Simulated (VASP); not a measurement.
# TaCuBi2 (R-3m) in VASP: single point with PBE

Aim: the single point of TaCuBi2 with PBE.

All numbers are computed with VASP 6.6.1; they aren't measurements. Logs are shortened: lines on timing, memory, paths and dates and some standing lists are left out, and cuts for length are marked.

## Step 1: The cell of the first run

It takes space group R-3m (No. 166, trigonal). Conventional cell: a = 3.989 Å, b = 3.989 Å, c = 22.181 Å, α = 90.00°, β = 90.00°, γ = 120.00°. Ta (site symmetry -3m) has 6 Bi at 2.53 Å within 3.3 Å. Cu (site symmetry -3m) has 2 Bi at 2.64 Å within 3.5 Å. Within 3.3 Å of Bi (site symmetry 3m) lie 3 Ta at 2.53 Å and 1 Cu at 2.64 Å and 3 Bi at 3.13 Å.

## Step 2: Single point, PBE

The input, INCAR:

```
  PREC = Accurate
  ENCUT = 520
  EDIFF = 1E-6
  ISMEAR = -1
  SIGMA = 0.1
  LREAL = F
  LASPH = T
  NELM = 100
  ALGO = Normal
  ISIF = 2
  LWAVE = F
  LCHARG = F
  GGA = PE
  NBANDS = 34
```

The input, KPOINTS:

```
Automatic mesh
0
Gamma
  10 10 10
```

The input, POSCAR:

```
TaCuBi2
1.0
    3.9889290000      0.0000000000      0.0000000000
   -1.9944650000      3.4545190000      0.0000000000
    0.0000000000     -2.3030090000      7.3936000000
Ta Cu Bi
1 1 2
Direct
    0.5000000000      0.0000000000      0.5000000000
    0.0000000000      0.0000000000      0.0000000000
    0.1190000000      0.2380000000      0.3570000000
    0.8810000000      0.7620000000      0.6430000000
```

Potentials or basis: VASP PAW PBE potentials, release 64 (Ta_pv, Cu, Bi_d).

Started as:

```
$ cat potpaw_PBE.64/Ta_pv/POTCAR potpaw_PBE.64/Cu/POTCAR potpaw_PBE.64/Bi_d/POTCAR > POTCAR
$ mpirun -np 1 vasp_std > vasp.out
```

OUTCAR:

```text
PREC = Accurate
   ENCUT = 520
   EDIFF = 1E-6
   ISMEAR = -1
   LREAL = F
   LASPH = T
   NELM = 100
   ISIF = 2
   GGA = PE

 ion  position               nearest neighbor table
   1  0.500  0.000  0.500-   3 2.53   4 2.53   4 2.53   3 2.53   3 2.53   4 2.53
   2  0.000  0.000  0.000-   3 2.64   4 2.64
   3  0.119  0.238  0.357-   1 2.53   1 2.53   1 2.53   2 2.64   4 3.13   4 3.13   4 3.13
   4  0.881  0.762  0.643-   1 2.53   1 2.53   1 2.53   2 2.64   3 3.13   3 3.13   3 3.13

  LATTYP: Found a trigonal (rhomboedric) cell.
 ALAT       =     7.7439774584
 COS(alpha) =     0.8673352513

  Lattice vectors:

 A1 = (  -1.9944650000,   1.1515100000,   7.3936000000)
 A2 = (  -0.0000000000,  -2.3030090000,   7.3936000000)
 A3 = (   1.9944640000,   1.1515100000,   7.3936000000)

Analysis of symmetry for initial positions (statically):
=====================================================================
 Subroutine PRICEL returns:
 Original cell was already a primitive cell.

 Routine SETGRP: Setting up the symmetry group for a
 trigonal (rhombohedral) supercell.

 Subroutine GETGRP returns: Found 12 space group operations
 (whereof 12 operations were pure point group operations)
 out of a pool of 12 trial point group operations.

The static configuration has the point symmetry D_3d.

Analysis of symmetry for dynamics (positions and initial velocities):
=====================================================================
 Subroutine PRICEL returns:
 Original cell was already a primitive cell.

 Routine SETGRP: Setting up the symmetry group for a
 trigonal (rhombohedral) supercell.

 Subroutine GETGRP returns: Found 12 space group operations
 (whereof 12 operations were pure point group operations)
 out of a pool of 12 trial point group operations.

The dynamic configuration has the point symmetry D_3d.

 Subroutine INISYM returns: Found 12 space group operations
 (whereof 12 operations are pure point group operations),
 and found     1 'primitive' translations

----------------------------------------------------------------------------------------

                                     Primitive cell

  volume of cell :     101.8826

  direct lattice vectors                    reciprocal lattice vectors
     3.988929000  0.000000000  0.000000000     0.250693858  0.144737987  0.045083976
    -1.994465000  3.454519000  0.000000000     0.000000000  0.289475901  0.090167930
     0.000000000 -2.303009000  7.393600000     0.000000000  0.000000000  0.135252110

  length of vectors
     3.988929000  3.988933712  7.743976460     0.292965971  0.303193919  0.135252110

  position of ions in fractional coordinates (direct lattice)
     0.500000000  0.000000000  0.500000000
     0.000000000  0.000000000  0.000000000
     0.119000000  0.238000000  0.357000000
     0.881000000  0.762000000  0.643000000

  ion indices of the primitive-cell ions
   primitive index   ion index
                 1           1
                 2           2
                 3           3
                 4           4

----------------------------------------------------------------------------------------

 KPOINTS: Automatic mesh

Automatic generation of k-mesh.
 Grid dimensions read from file:
 generate k-points for:   10   10   10

 Generating k-lattice:

  Cartesian coordinates                     Fractional coordinates (reciprocal lattice)
     0.025069386  0.014473799  0.004508398     0.100000000  0.000000000  0.000000000
     0.000000000  0.028947590  0.009016793     0.000000000  0.100000000  0.000000000
     0.000000000  0.000000000  0.013525211     0.000000000  0.000000000  0.100000000

  Length of vectors
     0.029296597  0.030319392  0.013525211

  Shift w.r.t. Gamma in fractional coordinates (k-lattice)
     0.000000000  0.000000000  0.000000000

 Subroutine IBZKPT returns following result:
 ===========================================

 Found    116 irreducible k-points:

 Following reciprocal coordinates:
            Coordinates               Weight
  0.000000  0.000000  0.000000      1.000000
  0.100000  0.000000  0.000000      6.000000
  0.200000  0.000000  0.000000      6.000000
  0.300000  0.000000  0.000000      6.000000
  0.400000  0.000000  0.000000      6.000000
  0.500000  0.000000  0.000000      3.000000
[... 16 lines left out ...]
  0.000000  0.300000 -0.000000      6.000000
  0.100000  0.300000 -0.000000     12.000000
 [... further k-points ...]
   k-points           NKPTS =    116   k-points in BZ     NKDIM =    116   number of bands    NBANDS=     34
   number of dos      NEDOS =    301   number of ions     NIONS =      4
   total plane-waves  NPLWV =  54000
   dimension x,y,z NGX =    30 NGY =   30 NGZ =   60
   dimension x,y,z NGXF=    60 NGYF=   60 NGZF=  120
   ions per type =               1   1   2
   NGX,Y,Z   is equivalent  to a cutoff of  12.50, 12.50, 12.88 a.u.
   NGXF,Y,Z  is equivalent  to a cutoff of  25.01, 25.01, 25.76 a.u.
 SYSTEM =  unknown system
   PREC   = accura    normal or accurate (medium, high low for compatibility)
   ISTART =      0    job   : 0-new  1-cont  2-samecut
   ICHARG =      2    charge: 1-file 2-atom 10-const
   ISPIN  =      1    spin polarized calculation?
   LNONCOLLINEAR =      F non collinear calculations
   LSORBIT =      F    spin-orbit coupling
   LASPH  =      T    aspherical Exc in radial PAW
   ENCUT  =  520.0 eV  38.22 Ry    6.18 a.u.   7.42  7.42 14.40*2*pi/ulx,y,z
   NELM   =    100;   NELMIN=  2; NELMDL= -5     # of ELM steps
   EDIFF  = 0.1E-05   stopping-criterion for ELM
   LREAL  =      F    real-space projection
[... 7 lines left out ...]
   TEBEG  =    0.0;   TEEND  =   0.0 temperature during run
   PSTRESS=    0.0 pullay stress
   NELECT =      52.0000    total number of electrons
   NUPDOWN=      -1.0000    fix difference up-down
   EMIN   =  10.00;   EMAX   =-10.00  energy-range for DOS
   EFERMI =   0.00;   METHOD = LEGACY
   ISMEAR =    -1;   SIGMA  =   0.10  broadening in eV -4-tet -1-fermi 0-gaus
   EFERMI_NEDOS =   21; number of points for ismear=-14 and -15
   IALGO  =     38    algorithm
   IMIX   =      4    mixing-type and parameters
     AMIX     =   0.40;   BMIX     =  1.00
     AMIX_MAG =   1.60;   BMIX_MAG =  1.00
  volume/ion in A,a.u.               =      25.47       171.88
  Fermi-wavevector in a.u.,A,eV,Ry     =   1.308306  2.472340 23.288610  1.711665
  Thomas-Fermi vector in A             =   2.438982
   LORBIT       =      0    0 simple, 1 ext, 2 COOP (PROOUT), +10 PAW based schemes
   GGA     = PE    functional components
   LHFCALC =     F    Hartree Fock is set to
   AEXX    =    0.0000 exact exchange contribution
   IVDW    =     0    specifies the selected vdW correction
   LEPSILON=     F    determine dielectric tensor
   LRPA    =     F    only Hartree local field effects (RPA)
 non-spin polarized calculation
  energy-cutoff  :      520.00
  volume of cell :      101.88
 maximum number of plane-waves:      2781
 NGX is ok and might be reduce to    30
   NGX = 15   NGY = 15   NGZ = 29

 number of electron      52.0000008 magnetization

 Free energy of the ion-electron system (eV)
  ---------------------------------------------------
  ext. energy  EPLUGINS =         0.00000000
  ---------------------------------------------------
  free energy    TOTEN  =       -15.03545354 eV

  energy without entropy =      -14.90216058  energy(sigma->0) =      -14.96880706

 E-fermi :   6.0758     XC(G=0): -10.0451

 val. band max:        6.0751043663   @ k =   0.5000   0.2000  -0.0000
 cond. band min:       6.0790960033   @ k =   0.0000   0.5000   0.0000
 fundamental gap:      0.0039916370
 Fermi energy:         6.0758139812

 k-point     1 :       0.0000    0.0000    0.0000
  band No.  band energies     occupation
      1     -28.6342      2.00000
      2     -28.6342      2.00000
      3     -28.2907      2.00000
      4     -17.0721      2.00000
      5     -17.0721      2.00000
      6     -16.9382      2.00000
[... 26 lines left out ...]
     33      13.8886      0.00000
     34      14.0784      0.00000

 k-point     2 :       0.1000    0.0000    0.0000
  band No.  band energies     occupation
      1     -28.6380      2.00000
      2     -28.6345      2.00000
      3     -28.2894      2.00000
      4     -17.0678      2.00000
      5     -17.0633      2.00000
      6     -16.9541      2.00000
[... 26 lines left out ...]
     33      12.8308      0.00000
     34      13.3839      0.00000

 k-point     3 :       0.2000    0.0000    0.0000
  band No.  band energies     occupation
      1     -28.6481      2.00000
      2     -28.6354      2.00000
      3     -28.2861      2.00000
      4     -17.0552      2.00000
      5     -17.0420      2.00000
      6     -16.9624      2.00000
[... 26 lines left out ...]
     33      12.1063      0.00000
     34      12.5283      0.00000

 k-point     4 :       0.3000    0.0000    0.0000
  band No.  band energies     occupation
      1     -28.6603      2.00000
      2     -28.6364      2.00000
      3     -28.2821      2.00000
      4     -17.0350      2.00000
      5     -17.0232      2.00000
      6     -16.9637      2.00000
[... 26 lines left out ...]
     33      11.8070      0.00000
     34      12.1069      0.00000

 k-point     5 :       0.4000    0.0000    0.0000
  band No.  band energies     occupation
      1     -28.6702      2.00000
      2     -28.6373      2.00000
      3     -28.2788      2.00000
      4     -17.0276      2.00000
      5     -17.0104      2.00000
      6     -17.0007      2.00000
[... 621 lines left out ...]
 k-point    22 :      -0.4000    0.2000   -0.0000
  band No.  band energies     occupation
      1     -28.6617      2.00000
      2     -28.6412      2.00000
      3     -28.2803      2.00000
      4     -17.0464      2.00000
      5     -17.0056      2.00000
      6     -16.9856      2.00000
[... 26 lines left out ...]
     33      11.8868      0.00000
     34      12.3486      0.00000

 k-point    23 :       0.0000    0.3000   -0.0000
  band No.  band energies     occupation
      1     -28.6603      2.00000
      2     -28.6365      2.00000
      3     -28.2821      2.00000
      4     -17.0349      2.00000
      5     -17.0239      2.00000
      6     -16.9641      2.00000
[... 26 lines left out ...]
     33      12.2958      0.00000
     34      12.6058      0.00000

 k-point    24 :       0.1000    0.3000   -0.0000
  band No.  band energies     occupation
      1     -28.6651      2.00000
      2     -28.6390      2.00000
      3     -28.2799      2.00000
      4     -17.0390      2.00000
      5     -17.0085      2.00000
      6     -16.9905      2.00000
[... 26 lines left out ...]
     33      11.6382      0.00000
     34      12.9381      0.00000

 [... further k-points ...]
[... 5 lines left out ...]
  --------------------------------------------------------------------------------------
  -------------------------------------------------------------------------------------
  Total       26.1593610     26.1594391     17.8056580     -0.0000038      0.0000088     -0.0000008
  in kB      411.3749770    411.3762041    280.0069215     -0.0000595      0.0001389     -0.0000126
  external PRESSURE =     367.5860342 kB  Pullay stress =       0.0000000 kB

 VOLUME and BASIS-vectors are now :
 -----------------------------------------------------------------------------
  energy-cutoff  :      520.00
  volume of cell :      101.88
      direct lattice vectors                 reciprocal lattice vectors
     3.988929000  0.000000000  0.000000000     0.250693858  0.144737987  0.045083976
    -1.994465000  3.454519000  0.000000000     0.000000000  0.289475901  0.090167930
     0.000000000 -2.303009000  7.393600000     0.000000000  0.000000000  0.135252110

 POSITION                                       TOTAL-FORCE (eV/Angst)
 -----------------------------------------------------------------------------------
      1.99446     -1.15150      3.69680         0.000000      0.000000      0.000000
      0.00000      0.00000      0.00000         0.000000      0.000000      0.000000
     -0.00000      0.00000      2.63952         0.000000     -0.000004     -8.357599
      1.99446      1.15151      4.75408        -0.000000      0.000004      8.357599
 -----------------------------------------------------------------------------------
    total drift:                               -0.000000     -0.000000      0.000000

  FREE ENERGIE OF THE ION-ELECTRON SYSTEM (eV)
  ---------------------------------------------------
  free  energy   TOTEN  =       -15.0354535428 eV

  energy  without entropy=      -14.9021605753  energy(sigma->0) =      -14.96880706
```

Wall time 24 min (1 thread of AMD EPYC 7R43 (Zen 3), shared host); peak memory 0.48 GiB.

Results:

| Property | Result |
| --- | --- |
| Free energy | -15.0355 eV |
| Pressure | 36.8 GPa |
| Largest force | 8.358 eV/Å |
| Band gap on the k mesh | zero (bands 26 and 27 overlap by 0.20 eV) |

Forces in eV/Å, atoms in the order of the input:
```
Ta   0.000  0.000  0.000
Cu   0.000  0.000  0.000
Bi   0.000  0.000 -8.358
Bi   0.000  0.000  8.358
```

Caveat: the stress differs along the axes, from 28 to 41 GPa; spin-orbit coupling is left out, which moves the levels of the heavy elements; forces of over 1 eV/Å act on the atoms, so gaps and moduli don't describe the material at rest.
